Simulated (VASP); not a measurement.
Input of a VASP 6.6.1 run:

Contents of INCAR:

```
ALGO = Normal ; EDIFF = 1E-7
EDIFFG = -0.005 ; ENCUT = 600
GGA = PS ; IBRION = 2
ISIF = 3 ; ISMEAR = -1
LASPH = True ; LCHARG = False
LREAL = False ; LWAVE = False
NELM = 60 ; NSW = 32
PREC = Accurate ; PSTRESS = 2400.0
SIGMA = 0.05
```

The input KPOINTS:

```
k-points
0
Gamma
  19 19 19
```

The input POSCAR:

```
Ru
1.0
   -2.1114203531      2.1114203531      1.1383197302
    2.1114203531     -2.1114203531      1.1383197302
    2.1114203531      2.1114203531     -1.1383197302
Ru
2
Direct
   -0.3750000000     -0.1250000000     -0.2500000000
    0.3750000000      0.1250000000      0.2500000000
```

Potentials or basis: VASP PAW PBE potentials, release 64 (Ru_pv).

Run with:

```bash
$ cat potpaw_PBE.64/Ru_pv/POTCAR > POTCAR
$ mpirun -np 1 vasp_std > vasp.out
```

Q: Estimate the space group after relaxing (to 0.1 Å).

A: I4_1/amd (No. 141).

Q: Predict the relaxed cell.

A: a = 3.201 Å, b = 3.201 Å, c = 3.201 Å, α = 97.27°, β = 97.27°, γ = 138.33°.

Q: What does it give for the relaxed volume?

A: 10.19 Å³/atom.

Final structure:
```cif
data_structure
_symmetry_space_group_name_H-M 'P 1'
_symmetry_Int_Tables_number 1
_cell_length_a 3.2008
_cell_length_b 3.2008
_cell_length_c 3.2008
_cell_angle_alpha 97.268
_cell_angle_beta 97.268
_cell_angle_gamma 138.330
_cell_volume 20.38
loop_
_atom_site_label
_atom_site_type_symbol
_atom_site_fract_x
_atom_site_fract_y
_atom_site_fract_z
_atom_site_occupancy
Ru1 Ru 0.62500 0.87500 0.75000 1
Ru2 Ru 0.37500 0.12500 0.25000 1
```

Caveat: the cell is relaxed towards a set pressure, so the run minimises the enthalpy, not the energy; the PAW data sets were made with another functional, which shifts forces and pressure a little.
